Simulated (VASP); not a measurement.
Wanted: the native input for a VASP 6.6.1 run.

* Task: relaxation of cell and atoms
* Functional: PBEsol
* Potentials or basis: VASP PAW PBE potentials, release 64 (Ti_sv, C)
* Cutoff: 600 eV
* k mesh: 16 × 16 × 16
* Occupations: fermi-dirac, width 0.15 eV
* Spin: no spin polarisation
* Target pressure: 7 GPa
* Dipole correction: no
* Further INCAR settings: ALGO = Normal; EDIFF = 1e-07; IBRION = 2; EDIFFG = -0.001; NSW = 80; ISIF = 3

The structure of TiC lies in POSCAR:

```
TiC
1.0
    0.0000000000      2.1468003956      2.1468003956
    2.1468003956      0.0000000000      2.1468003956
    2.1468003956      2.1468003956      0.0000000000
Ti C
1 1
Direct
    0.0000000000      0.0000000000      0.0000000000
    0.5000000000      0.5000000000      0.5000000000
```

These files were run (other wordings do the same):

INCAR

```
PREC = Accurate ; ENCUT = 600
EDIFF = 1E-7 ; ISMEAR = -1
SIGMA = 0.15 ; LREAL = F
LASPH = T ; NELM = 100
ALGO = Normal ; ISIF = 3
LWAVE = F ; LCHARG = F
GGA = PS ; IBRION = 2
NSW = 80 ; EDIFFG = -0.001
PSTRESS = 70.0
```

KPOINTS

```
Automatic mesh
0
Gamma
  16 16 16
```

Potentials or basis: VASP PAW PBE potentials, release 64 (Ti_sv, C).

Command:

```bash
$ cat potpaw_PBE.64/Ti_sv/POTCAR potpaw_PBE.64/C/POTCAR > POTCAR
$ mpirun -np 1 vasp_std > vasp.out
```

Results of the run:

```yaml
Relaxed_volume: 9.65 Å³/atom
Relaxed_cell: a = 3.011 Å, b = 3.011 Å, c = 3.011 Å, α = 60.00°, β = 60.00°, γ = 60.00°
Space_group_after_relaxing_to_0.1_Å: Fm-3m (No. 225)
Energy_change_on_relaxing_the_run_minimises_the_enthalpy: +5.3 meV/atom
Ionic_steps: 6
Pressure_after_relaxing: 7.0 GPa
Band_gap_on_the_k_mesh: zero (bands 8 and 9 overlap by 1.10 eV)
```

Caveat: the cell is relaxed towards a set pressure, so the run minimises the enthalpy, not the energy; the PAW data sets were made with another functional, which shifts forces and pressure a little.

It took 4.7 min on 1 thread of Intel Xeon 8259CL (shared host), peak memory 0.18 GiB.
